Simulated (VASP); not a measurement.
# CuO (C2/c) in VASP: settings compared, part 2 of 2

VASP 6.6.1. The steps go on from the part before.

**4. Single point, r2SCAN+D4**

This run uses another cell than the first one, of 10.54 Å³/atom.

The input, POSCAR:

```
CuO
1.0
    2.3726673498     -1.7338196878      0.0000000000
    2.3726673498      1.7338196878      0.0000000000
   -0.8612132810      0.0000000000      5.1244279405
Cu O
2 2
Direct
    0.5000000000      0.0000000000      0.5000000000
    0.0000000000      0.5000000000      0.0000000000
    0.4184000000      0.5816000000      0.7500000000
    0.5816000000      0.4184000000      0.2500000000
```

The input, INCAR.step1:

```
PREC     = Accurate       # precision mode
ENCUT    = 520            # plane-wave cutoff, eV
ISMEAR   = -1             # smearing method
SIGMA    = 0.05           # smearing width, eV
LREAL    = False          # projectors in reciprocal space
LASPH    = True           # aspherical terms in the spheres
NELM     = 80             # most SCF steps
NBANDS   = 25             # bands
GGA      = PE             # functional
ALGO     = Normal         # electronic algorithm
EDIFF    = 1E-4           # SCF threshold, eV
LWAVE    = True           # write WAVECAR
LCHARG   = False          # write CHGCAR
```

The input, INCAR.step2:

```
PREC     = Accurate       # precision mode
ENCUT    = 520            # plane-wave cutoff, eV
EDIFF    = 1E-7           # SCF threshold, eV
ISMEAR   = -1             # smearing method
SIGMA    = 0.05           # smearing width, eV
LREAL    = False          # projectors in reciprocal space
LASPH    = True           # aspherical terms in the spheres
NELM     = 80             # most SCF steps
ALGO     = Normal         # electronic algorithm
ISIF     = 2              # what is computed and relaxed
LWAVE    = False          # write WAVECAR
LCHARG   = False          # write CHGCAR
METAGGA  = R2SCAN         # meta-GGA
LMIXTAU  = True         
IVDW     = 13             # dispersion correction
VDW_S6   = 1.0          
VDW_S8   = 0.6018749    
VDW_A1   = 0.51559235   
VDW_A2   = 5.77342911   
NBANDS   = 25             # bands
ISTART   = 1
```

The input, KPOINTS:

```
regular mesh
0
Gamma
  10 10 5
```

Potentials or basis: VASP PAW PBE potentials, release 64 (Cu, O).

Launch:

```console
> cat potpaw_PBE.64/Cu/POTCAR potpaw_PBE.64/O/POTCAR > POTCAR
> cp INCAR.step1 INCAR
> mpirun -np 1 vasp_std > vasp.out
> cp INCAR.step2 INCAR
> mpirun -np 1 vasp_std > vasp.out
```

OUTCAR:

```text
PREC = Accurate
   ENCUT = 520
   EDIFF = 1E-7
   ISMEAR = -1
   LREAL = False
   LASPH = True
   NELM = 80
   ISIF = 2
   METAGGA = R2SCAN
   IVDW = 13
   ISTART = 1

 ion  position               nearest neighbor table
   1  0.500  0.000  0.500-   3 1.98   4 1.98   4 1.99   3 1.99
   2  0.000  0.500  0.000-   4 1.98   3 1.98   4 1.99   3 1.99
   3  0.418  0.582  0.750-   2 1.98   1 1.98   2 1.99   1 1.99
   4  0.582  0.418  0.250-   1 1.98   2 1.98   2 1.99   1 1.99

  LATTYP: Found a base centered monoclinic cell.
 ALAT       =     4.7453346996
 B/A-ratio  =     0.7307470590
 C/A-ratio  =     1.0950317057
 COS(beta)  =    -0.1657361228

  Lattice vectors:

 A1 = (   2.3726673498,  -1.7338196878,   0.0000000000)
 A2 = (   2.3726673498,   1.7338196878,   0.0000000000)
 A3 = (  -0.8612132810,   0.0000000000,   5.1244279405)

Analysis of symmetry for initial positions (statically):
=====================================================================
 Subroutine PRICEL returns:
 Original cell was already a primitive cell.

 Routine SETGRP: Setting up the symmetry group for a
 base centered monoclinic supercell.

 Subroutine GETGRP returns: Found  4 space group operations
 (whereof  2 operations were pure point group operations)
 out of a pool of  4 trial point group operations.

The static configuration has the point symmetry S_2 .
 The point group associated with its full space group is C_2h.

Analysis of symmetry for dynamics (positions and initial velocities):
=====================================================================
 Subroutine PRICEL returns:
 Original cell was already a primitive cell.

 Routine SETGRP: Setting up the symmetry group for a
 base centered monoclinic supercell.

 Subroutine GETGRP returns: Found  4 space group operations
[... 124 lines left out ...]
   EFERMI_NEDOS =   21; number of points for ismear=-14 and -15
   IALGO  =     38    algorithm
   IMIX   =      4    mixing-type and parameters
     AMIX     =   0.40;   BMIX     =  1.00
     AMIX_MAG =   1.60;   BMIX_MAG =  1.00
  volume/ion in A,a.u.               =      10.54        71.13
  Fermi-wavevector in a.u.,A,eV,Ry     =   1.523804  2.879572 31.592433  2.321978
  Thomas-Fermi vector in A             =   2.632197
   LORBIT       =      0    0 simple, 1 ext, 2 COOP (PROOUT), +10 PAW based schemes
   METAGGA = R2SCAN    functional components
   LHFCALC =     F    Hartree Fock is set to
   AEXX    =    0.0000 exact exchange contribution
   IVDW    =    13    specifies the selected vdW correction
   LEPSILON=     F    determine dielectric tensor
   LRPA    =     F    only Hartree local field effects (RPA)
 non-spin polarized calculation
  energy-cutoff  :      520.00
  volume of cell :       42.16
 maximum number of plane-waves:      1159
 NGX is ok and might be reduce to    24
   NGX = 11   NGY = 11   NGZ = 19

 number of electron      34.0000011 magnetization

 Free energy of the ion-electron system (eV)
  ---------------------------------------------------
  ext. energy  EPLUGINS =         0.00000000
  ---------------------------------------------------
  free energy    TOTEN  =       -36.34355930 eV

  energy without entropy =      -36.32454290  energy(sigma->0) =      -36.33405110

 E-fermi :   5.0006     XC(G=0): -12.3739

 val. band max:        4.9991602522   @ k =   0.5000   0.2000   0.4000
 cond. band min:       5.0009222346   @ k =   0.3000   0.2000   0.4000
 fundamental gap:      0.0017619823
 Fermi energy:         5.0005590974

 k-point     1 :       0.0000    0.0000    0.0000
  band No.  band energies     occupation
      1     -15.7100      2.00000
      2     -14.5306      2.00000
      3      -2.9794      2.00000
      4      -0.4737      2.00000
      5      -0.0958      2.00000
      6       1.7181      2.00000
[... 661 lines left out ...]
     24      18.8603      0.00000
     25      19.9477      0.00000

 [... further k-points ...]

------------------------ aborting loop because EDIFF is reached ----------------------------------------

  DFT-D4 for vdW energy calculation

  Edisp (eV):   -0.46406

  FORCE on cell =-STRESS in cart. coord.  units (eV):
  Direction    XX          YY          ZZ          XY          YZ          ZX
  --------------------------------------------------------------------------------------
  -------------------------------------------------------------------------------------
  Total      -2.38235    -1.46082    -2.84350     0.00000     0.00000     0.05339
  in kB     -90.53168   -55.51261  -108.05577     0.00000     0.00000     2.02900
  external pressure =      -84.70 kB  Pullay stress =        0.00 kB

 VOLUME and BASIS-vectors are now :
 -----------------------------------------------------------------------------
  energy-cutoff  :      520.00
  volume of cell :       42.16
      direct lattice vectors                 reciprocal lattice vectors
     2.372667350 -1.733819688  0.000000000     0.210733291 -0.288380622  0.035415916
     2.372667350  1.733819688  0.000000000     0.210733291  0.288380622  0.035415916
    -0.861213281  0.000000000  5.124427941     0.000000000  0.000000000  0.195143733

 POSITION                                       TOTAL-FORCE (eV/Angst)
 -----------------------------------------------------------------------------------
      0.75573     -0.86691      2.56221         0.000000      0.000000      0.000000
      1.18633      0.86691      0.00000         0.000000      0.000000      0.000000
      1.72676      0.28296      3.84332        -0.000000     -0.359916      0.000000
      2.15736     -0.28296      1.28111        -0.000000      0.359916      0.000000
 -----------------------------------------------------------------------------------
    total drift:                                0.000000      0.000000     -0.000000

  FREE ENERGIE OF THE ION-ELECTRON SYSTEM (eV)
  ---------------------------------------------------
  free  energy   TOTEN  =       -36.8076206096 eV

  energy  without entropy=      -36.7886042101  energy(sigma->0) =      -36.79811241
```

OUTCAR.step1:

```text
PREC = Accurate
   ENCUT = 520
   ISMEAR = -1
   LREAL = False
   LASPH = True
   NELM = 80
[... 904 lines left out ...]
      1.18633      0.86691      0.00000         0.000000     -0.000000      0.000000
      1.72676      0.28296      3.84332        -0.000000     -0.337392      0.000000
      2.15736     -0.28296      1.28111        -0.000000      0.337392      0.000000
 -----------------------------------------------------------------------------------
    total drift:                                0.000000      0.000000     -0.000000

  FREE ENERGIE OF THE ION-ELECTRON SYSTEM (eV)
  ---------------------------------------------------
  free  energy   TOTEN  =       -19.5623895462 eV

  energy  without entropy=      -19.5425320186  energy(sigma->0) =      -19.55246078
```

OSZICAR.step1:

```text
N       E                     dE             d eps       ncg     rms          rms(c)
DAV:   1     0.294064416138E+03    0.29406E+03   -0.16533E+04  7578   0.214E+03
DAV:   2     0.113732789967E+02   -0.28269E+03   -0.26064E+03  7179   0.394E+02
DAV:   3    -0.244557573788E+02   -0.35829E+02   -0.33742E+02  8835   0.155E+02
DAV:   4    -0.257037197892E+02   -0.12480E+01   -0.12411E+01  8686   0.309E+01
DAV:   5    -0.257251533859E+02   -0.21434E-01   -0.21422E-01  9245   0.362E+00    0.175E+01
DAV:   6    -0.233223111294E+02    0.24028E+01   -0.36463E+01 10103   0.150E+02    0.139E+01
DAV:   7    -0.194931081295E+02    0.38292E+01   -0.10278E+01  8567   0.115E+02    0.259E+00
DAV:   8    -0.195964755111E+02   -0.10337E+00   -0.15788E+00  7417   0.863E+00    0.159E+00
DAV:   9    -0.195663071947E+02    0.30168E-01   -0.60905E-02 11758   0.606E+00    0.478E-01
DAV:  10    -0.195628597711E+02    0.34474E-02   -0.12565E-02 10467   0.171E+00    0.319E-01
DAV:  11    -0.195623889307E+02    0.47084E-03   -0.60420E-03 10577   0.688E-01    0.537E-02
DAV:  12    -0.195623895462E+02   -0.61558E-06   -0.28010E-04  6214   0.197E-01
   1 F= -.19562390E+02 E0= -.19552461E+02  d E =-.198575E-01
```

Wall time 4.9 min (1 thread of Intel Xeon Platinum 8488C (Sapphire Rapids), shared host); peak memory 0.26 GiB.

Results:

| Quantity | Value |
| --- | --- |
| Free energy | -36.8076 eV |
| Pressure | -8.5 GPa |
| Largest force | 0.360 eV/Å |
| Band gap on the k mesh | zero (bands 17 and 18 overlap by 0.59 eV) |
| Dispersion energy per atom | -0.116 eV |

Forces on the atoms (eV/Å):
```
Cu   0.000  0.000  0.000
Cu   0.000  0.000  0.000
O    0.000 -0.360  0.000
O    0.000  0.360  0.000
```

Caveat: the stress differs along the axes, from -11 to -6 GPa; the PAW data sets were made with another functional, which shifts forces and pressure a little; semilocal functionals often make such compounds metallic where correlation or magnetic order opens a gap, which also shifts bond lengths.

**5. Single point, PBEsol-based screened hybrid with 25 % exact exchange**

The input, POSCAR:

```
CuO
1.0
    2.3418500000     -1.7113000000      0.0000000000
    2.3418500000      1.7113000000      0.0000000000
   -0.8500274268      0.0000000000      5.0578693947
Cu O
2 2
Direct
    0.5000000000      0.0000000000      0.5000000000
    0.0000000000      0.5000000000      0.0000000000
    0.4184000000      0.5816000000      0.7500000000
    0.5816000000      0.4184000000      0.2500000000
```

The input, INCAR.step1:

```
PREC = Accurate
ENCUT = 520
EDIFF = 1E-5
ISMEAR = -1
SIGMA = 0.05
LREAL = F
LASPH = T
NELM = 60
ALGO = Normal
ISIF = 2
LWAVE = T
GGA = PE
NBANDS = 25
```

The input, INCAR.step2:

```
PREC = Accurate
ENCUT = 520
EDIFF = 1E-6
ISMEAR = -1
SIGMA = 0.05
LREAL = F
LASPH = T
NELM = 60
ALGO = Normal
ISIF = 2
LWAVE = F
LCHARG = T
GGA = PS
LHFCALC = T
AEXX = 0.25
HFSCREEN = 0.207
PRECFOCK = Normal
LELF = T
LVHAR = T
ISTART = 1
NBANDS = 25
```

The input, KPOINTS:

```
regular mesh
0
Gamma
  5 5 3
```

Potentials or basis: VASP PAW PBE potentials, release 64 (Cu, O).

Launch:

```console
> cat potpaw_PBE.64/Cu/POTCAR potpaw_PBE.64/O/POTCAR > POTCAR
> cp INCAR.step1 INCAR
> mpirun -np 1 vasp_std > vasp.out
> cp INCAR.step2 INCAR
> mpirun -np 1 vasp_std > vasp.out
```

OUTCAR:

```text
PREC = Accurate
   ENCUT = 520
   EDIFF = 1E-6
   ISMEAR = -1
   LREAL = F
   LASPH = T
   NELM = 60
   ISIF = 2
   GGA = PS
   LHFCALC = T
   AEXX = 0.25
   HFSCREEN = 0.207
   PRECFOCK = Normal
   ISTART = 1

 ion  position               nearest neighbor table
   1  0.500  0.000  0.500-   3 1.95   4 1.95   4 1.96   3 1.96
[... 883 lines left out ...]

  FORCE on cell =-STRESS in cart. coord.  units (eV):
  Direction    XX          YY          ZZ          XY          YZ          ZX
  --------------------------------------------------------------------------------------
  -------------------------------------------------------------------------------------
  Total       -1.3549160     -0.8348870     -1.7556804      0.0000000      0.0000000     -0.1551841
  in kB      -53.5476154    -32.9955544    -69.3862159      0.0000000      0.0000000     -6.1330297
  external PRESSURE =     -51.9764619 kB  Pullay stress =       0.0000000 kB

 VOLUME and BASIS-vectors are now :
 -----------------------------------------------------------------------------
  energy-cutoff  :      520.00
  volume of cell :       40.54
      direct lattice vectors                 reciprocal lattice vectors
     2.341850000 -1.711300000  0.000000000     0.213506416 -0.292175539  0.035881968
     2.341850000  1.711300000  0.000000000     0.213506416  0.292175539  0.035881968
    -0.850027427  0.000000000  5.057869395     0.000000000  0.000000000  0.197711709

 POSITION                                       TOTAL-FORCE (eV/Angst)
 -----------------------------------------------------------------------------------
      0.74591     -0.85565      2.52893         0.000000      0.000000     -0.000000
      1.17092      0.85565      0.00000         0.000000      0.000000     -0.000000
      1.70433      0.27928      3.79340        -0.000000     -0.324062      0.000000
      2.12934     -0.27928      1.26447        -0.000000      0.324062     -0.000000
 -----------------------------------------------------------------------------------
    total drift:                                0.000001     -0.000000      0.000001

  FREE ENERGIE OF THE ION-ELECTRON SYSTEM (eV)
  ---------------------------------------------------
  free  energy   TOTEN  =       -24.2093126655 eV

  energy  without entropy=      -24.1957957753  energy(sigma->0) =      -24.20255422
```

OSZICAR.step1:

```text
N       E                     dE             d eps       ncg     rms          rms(c)
DAV:   1     0.287252595208E+03    0.28725E+03   -0.16432E+04  1288   0.217E+03
DAV:   2     0.909764432853E+01   -0.27815E+03   -0.25608E+03  1235   0.393E+02
DAV:   3    -0.245111996468E+02   -0.33609E+02   -0.31877E+02  1442   0.152E+02
DAV:   4    -0.256303962161E+02   -0.11192E+01   -0.11111E+01  1515   0.297E+01
DAV:   5    -0.256535966111E+02   -0.23200E-01   -0.23187E-01  1550   0.376E+00    0.174E+01
DAV:   6    -0.229570463792E+02    0.26966E+01   -0.35288E+01  1738   0.149E+02    0.133E+01
DAV:   7    -0.194656799847E+02    0.34914E+01   -0.97886E+00  1454   0.114E+02    0.259E+00
DAV:   8    -0.195635699708E+02   -0.97890E-01   -0.15101E+00  1284   0.845E+00    0.160E+00
DAV:   9    -0.195325744812E+02    0.30995E-01   -0.56494E-02  2032   0.622E+00    0.487E-01
DAV:  10    -0.195293001802E+02    0.32743E-02   -0.12768E-02  1760   0.170E+00    0.321E-01
DAV:  11    -0.195287110781E+02    0.58910E-03   -0.57971E-03  1849   0.695E-01    0.486E-02
DAV:  12    -0.195287296248E+02   -0.18547E-04   -0.28203E-04  1615   0.188E-01    0.280E-02
DAV:  13    -0.195287649895E+02   -0.35365E-04   -0.33578E-05  1347   0.763E-02    0.882E-03
DAV:  14    -0.195287641852E+02    0.80428E-06   -0.49411E-06   706   0.454E-02
   1 F= -.19528764E+02 E0= -.19516667E+02  d E =-.241936E-01
```

It took 50 min on 1 thread of Intel Xeon Platinum 8488C (Sapphire Rapids), shared host; peak memory 0.28 GiB.

What came out:

```yaml
Free_energy: -24.2093 eV
Pressure: -5.2 GPa
Largest_force: 0.324 eV/Å
Band_gap_on_the_k_mesh: zero (bands 17 and 18 overlap by 0.30 eV)
```

Forces in eV/Å, atoms in the order of the input:
```
Cu   0.000  0.000  0.000
Cu   0.000  0.000  0.000
O    0.000 -0.324  0.000
O    0.000  0.324  0.000
```

Stress tensor (GPa, compression positive):
```
-5.35  0.00 -0.61
 0.00 -3.30  0.00
-0.61  0.00 -6.94
```

Caveat: the k points lie up to 0.46 Å⁻¹ apart; the PAW data sets were made with another functional, which shifts forces and pressure a little.

**6. The runs side by side**

| level | cell | k mesh | grid for exact exchange (PRECFOCK) | share of exact exchange | screening parameter | gap on the mesh (eV) | pressure (GPa) | largest force (eV/Å) |
| --- | --- | --- | --- | --- | --- | --- | --- | --- |
| r2SCAN+D4 | a = 2.900, b = 2.900, c = 5.129 Å, angles 97.7, 97.7, 72.3°, 4 atoms | 10 × 10 × 5 | - | - | - | none | -1.9 | 0.24 |
| r2SCAN+D4 | a = 2.920, b = 2.920, c = 5.163 Å, angles 97.7, 97.7, 72.3°, 4 atoms | 10 × 10 × 5 | - | - | - | none | -5.3 | 0.30 |
| r2SCAN+D4 | a = 2.939, b = 2.939, c = 5.196 Å, angles 97.7, 97.7, 72.3°, 4 atoms | 10 × 10 × 5 | - | - | - | none | -8.5 | 0.36 |
| PBEsol-based screened hybrid with 25 % exact exchange | a = 2.900, b = 2.900, c = 5.129 Å, angles 97.7, 97.7, 72.3°, 4 atoms | 5 × 5 × 3 | Normal | 0.25 | 0.207 1/Å | none | -5.2 | 0.32 |

Alike in all rows: task single point; potentials or basis VASP PAW PBE potentials, release 64 (Cu, O); no spin polarisation; cutoff (eV) 520; smearing fermi-dirac 0.05 eV.

Caveats: some runs use coarse meshes; the PAW data sets were made with another functional, which shifts forces and pressure a little; semilocal functionals often make such compounds metallic where correlation or magnetic order opens a gap, which also shifts bond lengths (at least some runs); the cell stands under tension (at least some runs); the stress differs along the axes, from -11 to -6 GPa (at least some runs).

Absolute energies hang on the potentials; compare differences alone.

The gap in the log of VASP goes by the Fermi energy; the results here count the filled bands.